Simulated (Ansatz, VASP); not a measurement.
# MgBe2SO2: VASP beside Ansatz

```
CELL_PARAMETERS angstrom
4.72357 -0.00039 0.00144
-2.14792 4.38038 0.00027
-1.87151 -1.05953 7.63920
ATOMIC_POSITIONS crystal
Mg 0.43507 0.53776 0.02924
Mg 0.38773 0.13820 0.67332
Be 0.72728 0.61894 0.41728
Be 0.79440 0.82954 0.74904
Be 0.07957 0.97435 0.22069
Be 0.07887 0.46458 0.67509
S 0.24349 0.34802 0.39512
S 0.22571 0.95483 0.00036
O 0.78914 0.69858 0.24241
O 0.81721 0.15294 0.70779
O 0.96554 0.71933 0.61086
O 0.45597 0.56293 0.77879
```

Change from the starting cell: the structure that the rattled cell fell into.

Alike in both runs: functional PBE; k mesh 6 × 6 × 4; occupations gaussian, width 0.02 eV; no spin polarisation.

Ansatz relaxed the structure, and its values are those at the end. VASP's run is a single point on that final structure, the one shown.

|  | VASP | Ansatz |
| --- | --- | --- |
| version | VASP 6.6.1 | Ansatz 0.2.0 |
| potentials or method | VASP PAW PBE potentials, release 64 (Mg, Be, S, O), cutoff 520 eV | scalar-relativistic, plane waves, PAW |
| valence electrons in the cell | 48 | 64 |

```csv
,VASP,Ansatz,Ansatz less VASP
gap on the k mesh at the Fermi level (eV),3.79,3.80,+0.012
least direct gap on the mesh (eV),3.86,3.88,+0.013
pressure (GPa),-0.1,0.0,+0.09
rms of the force components (eV/Å),0.011,0.002,-0.0087
```

The functional is the same, so the differences come from potentials, cutoffs and numerics. VASP's potentials hold 48 valence electrons a cell and Ansatz's 64, so a difference there can come from the potentials and not from the codes.
